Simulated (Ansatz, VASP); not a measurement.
Bi: VASP beside Ansatz

INCAR

```
SYSTEM = Bi
PREC = Accurate
ENCUT = 520
EDIFF = 1E-6
ISMEAR = -1
SIGMA = 0.03
LREAL = .False.
LASPH = .True.
NELM = 100
ALGO = Normal
ISIF = 2
LWAVE = .False.
LCHARG = .True.
GGA = PS
LELF = .True.
LVHAR = .True.
NBANDS = 22
```

KPOINTS

```
regular mesh
0
Gamma
  9 9 3
  0 0 0
```

Contents of POSCAR:

```
Bi
1.0
    4.5390002997      0.0000000000      0.0000000000
   -2.2695001499      3.9308895674      0.0000000000
    0.0000000000      0.0000000000     11.4741300000
Bi
2
Direct
    0.3333333333      0.6666666667      0.2500000000
    0.6666666667      0.3333333333      0.7500000000
```

Input for Ansatz:

```yaml
crystal:
  lattice:
    - [4.5390002997, 0.0, 0.0]
    - [-2.2695001499, 3.9308895674, 0.0]
    - [0.0, 0.0, 11.47413]
  atoms:
    - { symbol: Bi, position: [0.3333333333, 0.6666666667, 0.25] }
    - { symbol: Bi, position: [0.6666666667, 0.3333333333, 0.75] }
kpoints:
  mp_grid: { grid: [9, 9, 3] }
  band_path:
    path:
      - [0.0, 0.0, 0.0]
      - [0.5, 0.0, 0.0]
      - [0.3333333333, 0.3333333333, 0.0]
      - [0.0, 0.0, 0.0]
      - [0.0, 0.0, 0.5]
      - [0.5, 0.0, 0.5]
      - [0.3333333333, 0.3333333333, 0.5]
      - [0.0, 0.0, 0.5]
      - [0.5, 0.0, 0.5]
    npoints: 5
scf:
  occupations: { method: fermi_dirac, width: 0.03 }
hamiltonian:
  xc: pbesol
  pseudopotentials: { kind: all_electron, lapw: { basis_error: 0.0005 } }
output:
  forces: true
  stress: true
  eigenvalues: true
```

Change from the starting cell: zz strain of -3 %.

Alike in both runs: task single point; functional PBEsol; k mesh 9 × 9 × 3; occupations fermi-dirac, width 0.03 eV; no spin polarisation.

|  | VASP | Ansatz |
| --- | --- | --- |
| version | VASP 6.6.1 | Ansatz 0.2.0 |
| potentials or method | VASP PAW PBE potentials, release 64 (Bi_d), cutoff 520 eV | all-electron LAPW, scalar-relativistic |

```tsv
	VASP	Ansatz	Ansatz less VASP
pressure (GPa)	-3.7	-3.7	+0.02
traceless stress, the component that is largest in VASP (GPa)	3.14	3.14	+0.003
```

VASP's potentials were made for PBE, not for PBEsol. Ansatz ran all-electron here, and VASP with PAW potentials.

Spin-orbit coupling is off throughout.
